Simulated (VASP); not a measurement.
# FeSi (P1) in VASP: single point with PBEsol

Aim: the single point of FeSi with PBEsol.

Everything below comes from runs of VASP 6.6.1. Logs are shortened: lines on timing, memory, paths and dates and some standing lists are left out, and cuts for length are marked.

## Step 1: The cell of the first run

The typed cell holds 32 atoms: a = 4.403 Å, b = 8.806 Å, c = 8.806 Å, α = 90.00°, β = 90.00°, γ = 90.00°.

## Step 2: Single point, PBEsol

File INCAR:

```
SYSTEM = FeSi
  PREC = Accurate
  ENCUT = 520
  EDIFF = 1E-6
  ISMEAR = -1
  SIGMA = 0.069
  LREAL = Auto
  LASPH = .TRUE.
  NELM = 100
  ALGO = Normal
  ISIF = 2
  LWAVE = .FALSE.
  LCHARG = .FALSE.
  GGA = PS
  NBANDS = 118
```

File KPOINTS:

```
regular mesh
0
G
  4 2 2
  0 0 0
```

File POSCAR:

```
FeSi
1.0
    4.4030518947      0.0000000000      0.0000000000
    0.0000000000      8.8061037893      0.0000000000
    0.0000000000      0.0000000000      8.8061037893
Fe Si
16 16
Direct
    0.8566569485      0.3293064753      0.1793720626
    0.6686562117      0.1946410173      0.4426605788
    0.3739796939      0.4233460210      0.3058061845
    0.1288887830      0.0644488202      0.0676749916
    0.8815789804      0.3207022161      0.6909443888
    0.6353127483      0.1720370366      0.9354605847
    0.3617295544      0.4409409760      0.8191550057
    0.1231709307      0.0708781108      0.5653100530
    0.8506470261      0.8173195743      0.1790031139
    0.6396136288      0.6824490312      0.4292152455
    0.3454960415      0.9258936977      0.3084117636
    0.1367578703      0.5673175242      0.0743533140
    0.8508278098      0.8287929798      0.6862198249
    0.6403756002      0.6719317807      0.9303776331
    0.3597715943      0.9289987031      0.8107758176
    0.1412050130      0.5761081315      0.5666133536
    0.1813948641      0.1677589812      0.3230687564
    0.3451088101      0.3158005023      0.0702294698
    0.6684245542      0.0739767570      0.1694853974
    0.8497417449      0.4107887082      0.4273702752
    0.1292657942      0.1487131007      0.8199740967
    0.3662977495      0.3349667538      0.5753560395
    0.6647441525      0.0921362068      0.6784409022
    0.8333621969      0.4132238374      0.9209332747
    0.1579345455      0.6789741687      0.3318130322
    0.3397899993      0.8164652804      0.0886831474
    0.6707895048      0.5834332780      0.1788085898
    0.8279539027      0.9226669586      0.4209657402
    0.1554326445      0.6765097417      0.8367079444
    0.3516853848      0.8270014951      0.5765750804
    0.6283055631      0.5884844335      0.6683296201
    0.8403705177      0.9190503762      0.9304509913
```

Potentials or basis: VASP PAW PBE potentials, release 64 (Fe, Si).

Run with:

```console
cat potpaw_PBE.64/Fe/POTCAR potpaw_PBE.64/Si/POTCAR > POTCAR
mpirun -np 1 vasp_std > vasp.out
```

OUTCAR:

```text
SYSTEM = FeSi
   PREC = Accurate
   ENCUT = 520
   EDIFF = 1E-6
   ISMEAR = -1
   LREAL = Auto
   LASPH = .TRUE.
   NELM = 100
   ISIF = 2
   GGA = PS

 ion  position               nearest neighbor table
   1  0.857  0.329  0.179-  20 2.30  18 2.36  17 2.38  27 2.38  24 2.40  19 2.40  18 2.45   3 2.54
                            12 2.60   3 2.67   2 2.73   6 2.74   4 2.80
   2  0.669  0.195  0.443-  20 2.07  22 2.16  23 2.26  17 2.40  17 2.50  28 2.50   8 2.52   5 2.63
                            19 2.63   3 2.68   1 2.73   8 2.85  11 3.00
   3  0.374  0.423  0.306-  27 2.22  18 2.28  20 2.36  17 2.41  25 2.45  22 2.50   1 2.54  20 2.55
                            12 2.62   1 2.67   2 2.68  10 2.78  16 2.85
   4  0.129  0.064  0.068-  32 2.17  19 2.22  21 2.30  26 2.38  18 2.41  17 2.44  19 2.54  11 2.63
                             6 2.64   9 2.68   6 2.69  15 2.75   1 2.80
   5  0.882  0.321  0.691-  21 2.19  24 2.19  23 2.23  22 2.37  20 2.46  22 2.49  31 2.62   7 2.62
                             2 2.63   8 2.68   6 2.74  16 2.75   7 2.76
   6  0.635  0.172  0.935-  18 2.15  19 2.24  24 2.30  23 2.37  32 2.40  21 2.41  21 2.46   4 2.64
                             4 2.69  15 2.69   1 2.74   5 2.74   7 2.85
   7  0.362  0.441  0.819-  31 2.20  29 2.27  24 2.27  22 2.34  18 2.47  24 2.51  14 2.57   5 2.62
                            12 2.70  16 2.70   5 2.76  21 2.77   6 2.85
   8  0.123  0.071  0.565-  28 2.24  23 2.26  17 2.31  21 2.35  30 2.37   2 2.52  22 2.56  23 2.59
                            13 2.67   5 2.68  15 2.71  11 2.78   2 2.85
   9  0.851  0.817  0.179-  27 2.21  25 2.26  26 2.30  28 2.33  32 2.37  26 2.39  19 2.40  11 2.64
[... 33 lines left out ...]
  26  0.340  0.816  0.089-  11 2.16   9 2.30  14 2.31  12 2.37   4 2.38   9 2.39  25 2.59  27 2.64
                            15 2.64  29 2.66  32 2.76  32 2.76  19 2.78
  27  0.671  0.583  0.179-   9 2.21   3 2.22  12 2.25  14 2.33  10 2.38   1 2.38  12 2.53  26 2.64
                            25 2.67  25 2.76  20 2.78  24 2.81  18 2.92
  28  0.828  0.923  0.421-   8 2.24  10 2.27   9 2.33  11 2.34  13 2.48  11 2.49   2 2.50  30 2.64
                            19 2.68  25 2.71  17 2.80  23 2.81  30 2.81
  29  0.155  0.677  0.837-   7 2.27  14 2.29  12 2.30  13 2.31  15 2.41  14 2.41  16 2.54  26 2.66
                            31 2.67  32 2.68  30 2.78  24 2.82  31 2.86
  30  0.352  0.827  0.577-  10 2.22  15 2.25   8 2.37  16 2.40  13 2.40  13 2.41  11 2.52  31 2.56
                            28 2.64  25 2.66  29 2.78  28 2.81  23 2.86
  31  0.628  0.588  0.668-   7 2.20  10 2.26  16 2.33  13 2.34  14 2.42  16 2.43  30 2.56   5 2.62
                            22 2.64  29 2.67  20 2.81  24 2.85  29 2.86
  32  0.840  0.919  0.930-   4 2.17  13 2.29  14 2.35   9 2.37  15 2.37   6 2.40  15 2.52  21 2.58
                            19 2.62  29 2.68  26 2.76  26 2.76  23 2.80

  LATTYP: Found a simple tetragonal cell.
 ALAT       =     8.8061037893
 C/A-ratio  =     0.5000000000

  Lattice vectors:

 A1 = (   0.0000000000,   8.8061037893,   0.0000000000)
 A2 = (   0.0000000000,   0.0000000000,   8.8061037893)
 A3 = (   4.4030518947,   0.0000000000,   0.0000000000)

Analysis of symmetry for initial positions (statically):
=====================================================================
 Subroutine PRICEL returns:
 Original cell was already a primitive cell.

 Routine SETGRP: Setting up the symmetry group for a
 simple tetragonal supercell.

 Subroutine GETGRP returns: Found  1 space group operations
 (whereof  1 operations were pure point group operations)
 out of a pool of 16 trial point group operations.

The static configuration has the point symmetry C_1 .

Analysis of symmetry for dynamics (positions and initial velocities):
=====================================================================
 Subroutine PRICEL returns:
 Original cell was already a primitive cell.

 Routine SETGRP: Setting up the symmetry group for a
 simple tetragonal supercell.

 Subroutine GETGRP returns: Found  1 space group operations
 (whereof  1 operations were pure point group operations)
 out of a pool of 16 trial point group operations.

The dynamic configuration has the point symmetry C_1 .

 Subroutine INISYM returns: Found  1 space group operations
 (whereof  1 operations are pure point group operations),
 and found     1 'primitive' translations

----------------------------------------------------------------------------------------

                                     Primitive cell

  volume of cell :     341.4455

  direct lattice vectors                    reciprocal lattice vectors
[... 87 lines left out ...]
     0.056778799  0.000000000  0.000000000     0.250000000  0.000000000  0.000000000
     0.000000000  0.056778799  0.000000000     0.000000000  0.500000000  0.000000000
     0.000000000  0.000000000  0.056778799     0.000000000  0.000000000  0.500000000

  Length of vectors
     0.056778799  0.056778799  0.056778799

  Shift w.r.t. Gamma in fractional coordinates (k-lattice)
     0.000000000  0.000000000  0.000000000

 Subroutine IBZKPT returns following result:
 ===========================================

 Found     12 irreducible k-points:

 Following reciprocal coordinates:
            Coordinates               Weight
  0.000000  0.000000  0.000000      1.000000
  0.250000  0.000000  0.000000      2.000000
  0.500000  0.000000  0.000000      1.000000
  0.000000  0.500000  0.000000      1.000000
  0.000000  0.000000  0.500000      1.000000
  0.250000  0.500000  0.000000      2.000000
  0.250000  0.000000  0.500000      2.000000
  0.500000  0.500000  0.000000      1.000000
  0.500000  0.000000  0.500000      1.000000
  0.000000  0.500000  0.500000      1.000000
  0.250000  0.500000  0.500000      2.000000
  0.500000  0.500000  0.500000      1.000000
   k-points           NKPTS =     12   k-points in BZ     NKDIM =     12   number of bands    NBANDS=    118
   number of dos      NEDOS =    301   number of ions     NIONS =     32
   total plane-waves  NPLWV = 176400
   dimension x,y,z NGX =    36 NGY =   70 NGZ =   70
   dimension x,y,z NGXF=    72 NGYF=  140 NGZF=  140
   ions per type =              16  16
   NGX,Y,Z   is equivalent  to a cutoff of  13.59, 13.21, 13.21 a.u.
   NGXF,Y,Z  is equivalent  to a cutoff of  27.19, 26.43, 26.43 a.u.
 SYSTEM =  FeSi
   PREC   = accura    normal or accurate (medium, high low for compatibility)
   ISTART =      0    job   : 0-new  1-cont  2-samecut
   ICHARG =      2    charge: 1-file 2-atom 10-const
   ISPIN  =      1    spin polarized calculation?
   LNONCOLLINEAR =      F non collinear calculations
   LSORBIT =      F    spin-orbit coupling
   LASPH  =      T    aspherical Exc in radial PAW
   ENCUT  =  520.0 eV  38.22 Ry    6.18 a.u.   8.19 16.37 16.37*2*pi/ulx,y,z
   NELM   =    100;   NELMIN=  2; NELMDL= -5     # of ELM steps
   EDIFF  = 0.1E-05   stopping-criterion for ELM
   LREAL  =      T    real-space projection
   EDIFFG = 0.1E-04   stopping-criterion for IOM
   NSW    =      0    number of steps for IOM
   IBRION =     -1    ionic relax: 0-MD 1-quasi-New 2-CG
   NFREE  =      0    steps in history (QN), initial steepest desc. (CG)
   ISIF   =      2    stress and relaxation
   ISYM   =      2    0-nonsym 1-usesym 2-fastsym
   POTIM  = 0.5000    time-step for ionic-motion
   TEBEG  =    0.0;   TEEND  =   0.0 temperature during run
   PSTRESS=    0.0 pullay stress
   NELECT =     192.0000    total number of electrons
   NUPDOWN=      -1.0000    fix difference up-down
   EMIN   =  10.00;   EMAX   =-10.00  energy-range for DOS
   EFERMI =   0.00;   METHOD = LEGACY
   ISMEAR =    -1;   SIGMA  =   0.07  broadening in eV -4-tet -1-fermi 0-gaus
   EFERMI_NEDOS =   21; number of points for ismear=-14 and -15
   IALGO  =     38    algorithm
   IMIX   =      4    mixing-type and parameters
     AMIX     =   0.40;   BMIX     =  1.00
     AMIX_MAG =   1.60;   BMIX_MAG =  1.00
  volume/ion in A,a.u.               =      10.67        72.01
  Fermi-wavevector in a.u.,A,eV,Ry     =   1.351247  2.553487 24.842452  1.825869
  Thomas-Fermi vector in A             =   2.478685
   LORBIT       =      0    0 simple, 1 ext, 2 COOP (PROOUT), +10 PAW based schemes
   GGA     = PS    functional components
   LHFCALC =     F    Hartree Fock is set to
   AEXX    =    0.0000 exact exchange contribution
   IVDW    =     0    specifies the selected vdW correction
   LEPSILON=     F    determine dielectric tensor
   LRPA    =     F    only Hartree local field effects (RPA)
 non-spin polarized calculation
  energy-cutoff  :      520.00
  volume of cell :      341.45
 maximum number of plane-waves:      9256
 NGX is ok and might be reduce to    36
   NGX = 17   NGY = 33   NGZ = 33

 number of electron     192.0000009 magnetization

 Free energy of the ion-electron system (eV)
  ---------------------------------------------------
  ext. energy  EPLUGINS =         0.00000000
  ---------------------------------------------------
  free energy    TOTEN  =      -253.14591314 eV

  energy without entropy =     -252.72387648  energy(sigma->0) =     -252.93489481

 E-fermi :  10.0946     XC(G=0): -13.0437

 val. band max:       10.0779355142   @ k =   0.0000   0.5000   0.0000
 cond. band min:      10.1007958728   @ k =   0.0000   0.5000   0.5000
 fundamental gap:      0.0228603586
 Fermi energy:        10.0946021403

 k-point     1 :       0.0000    0.0000    0.0000
  band No.  band energies     occupation
      1      -3.5106      2.00000
      2      -1.8728      2.00000
      3      -1.7689      2.00000
      4      -1.6496      2.00000
      5      -1.4797      2.00000
      6      -0.5506      2.00000
[... 1321 lines left out ...]
    107      11.4487      0.00000
    108      11.4809      0.00000
 [bands above 108 left out]

------------------------ aborting loop because EDIFF is reached ----------------------------------------

  FORCE on cell =-STRESS in cart. coord.  units (eV):
  Direction    XX          YY          ZZ          XY          YZ          ZX
  --------------------------------------------------------------------------------------
  -------------------------------------------------------------------------------------
  Total        6.6865148      8.4030955      8.0806976      1.8333033      1.1649082     -1.3073401
  in kB       31.3753797     39.4301544     37.9173549      8.6024764      5.4661417     -6.1344802
  external PRESSURE =      36.2409630 kB  Pullay stress =       0.0000000 kB

 VOLUME and BASIS-vectors are now :
 -----------------------------------------------------------------------------
  energy-cutoff  :      520.00
  volume of cell :      341.45
      direct lattice vectors                 reciprocal lattice vectors
     4.403051895  0.000000000  0.000000000     0.227115197  0.000000000  0.000000000
     0.000000000  8.806103789  0.000000000     0.000000000  0.113557599  0.000000000
     0.000000000  0.000000000  8.806103789     0.000000000  0.000000000  0.113557599

 POSITION                                       TOTAL-FORCE (eV/Angst)
 -----------------------------------------------------------------------------------
      3.77191      2.89991      1.57957         0.933704     -1.856763      0.253878
      2.94413      1.71403      3.89812        -1.766311     -2.818540     -1.717873
      1.64665      3.72803      2.69296        -0.765536      0.717796      1.278678
      0.56750      0.56754      0.59595         1.208054      0.163475      0.181378
      3.88164      2.82414      6.08453        -0.227110      0.701267     -1.284799
      2.79732      1.51498      8.23776        -0.245092      0.029122     -1.134880
[... 24 lines left out ...]
      2.76646      5.18225      5.88538         1.788132     -0.050686      0.216562
      3.70020      8.09325      8.19365        -0.884375     -0.870025     -0.926407
 -----------------------------------------------------------------------------------
    total drift:                               -0.004512      0.000668     -0.000438

  FREE ENERGIE OF THE ION-ELECTRON SYSTEM (eV)
  ---------------------------------------------------
  free  energy   TOTEN  =      -253.1459131406 eV

  energy  without entropy=     -252.7238764831  energy(sigma->0) =     -252.93489481
```

Run time: 51 min. Hardware: 1 thread of Intel Xeon 8259CL, shared host; peak memory 0.61 GiB.

Results:

* Free energy: -253.1459 eV
* Pressure: 3.6 GPa
* Largest force: 3.744 eV/Å
* Band gap on the k mesh: 0.02 eV (least direct gap 0.05 eV)

Forces on the atoms (eV/Å):
```
Fe   0.934 -1.857  0.254
Fe  -1.766 -2.819 -1.718
Fe  -0.766  0.718  1.279
Fe   1.208  0.163  0.181
Fe  -0.227  0.701 -1.285
Fe  -0.245  0.029 -1.135
Fe  -0.307 -1.360 -0.056
Fe   1.435 -0.312  0.072
Fe   0.367  0.468  0.313
Fe   0.102 -0.118 -0.129
Fe   1.075  0.831  1.713
Fe   0.494 -0.393 -0.620
Fe   0.824 -0.842 -0.431
Fe  -0.140  1.267  0.483
Fe   0.360 -0.352  0.838
Fe  -0.840 -0.753  0.230
Si  -0.491  0.688  0.229
Si  -0.904  1.451  0.543
Si  -0.524  0.417  0.703
Si   1.141  2.525 -0.433
Si   1.435  1.179  1.170
Si  -1.409  0.420  0.943
Si  -1.140 -1.091 -0.431
Si   0.484  0.905  0.710
Si   0.001 -1.218 -0.156
Si   0.032  0.254 -1.573
Si  -0.602 -0.834 -0.542
Si   0.179  0.121 -0.053
Si  -0.495 -0.189 -0.502
Si  -1.119  0.918  0.113
Si   1.788 -0.051  0.217
Si  -0.884 -0.870 -0.926
```

Levels at points of the mesh, in eV from the valence-band top:
```tsv
k point	band 92	band 93	band 94	band 95	band 96	band 97	band 98	band 99	band 100	band 101
(0.00, 0.00, 0.00)	-0.11	-0.10	-0.08	-0.04	-0.01	0.05	0.09	0.17	0.25	0.50
(0.50, 0.00, 0.00)	-0.38	-0.37	-0.36	-0.08	-0.04	0.06	0.20	0.32	0.37	0.43
(0.00, 0.50, 0.00)	-0.15	-0.10	-0.09	-0.08	0.00	0.18	0.20	0.25	0.26	0.29
(0.00, 0.00, 0.50)	-0.19	-0.10	-0.06	-0.06	-0.05	0.09	0.13	0.25	0.27	0.29
(0.50, 0.50, 0.00)	-0.45	-0.39	-0.32	-0.29	-0.19	0.16	0.20	0.24	0.28	0.35
(0.50, 0.00, 0.50)	-0.44	-0.35	-0.24	-0.21	-0.17	0.17	0.27	0.29	0.33	0.37
(0.00, 0.50, 0.50)	-0.14	-0.10	-0.08	-0.07	-0.03	0.02	0.06	0.10	0.22	0.36
(0.50, 0.50, 0.50)	-0.42	-0.41	-0.35	-0.31	-0.25	0.14	0.20	0.23	0.25	0.30
```

Caveat: the cell stands under pressure; the atoms stand as in a frame of molecular dynamics; the PAW data sets were made with another functional, which shifts forces and pressure a little.
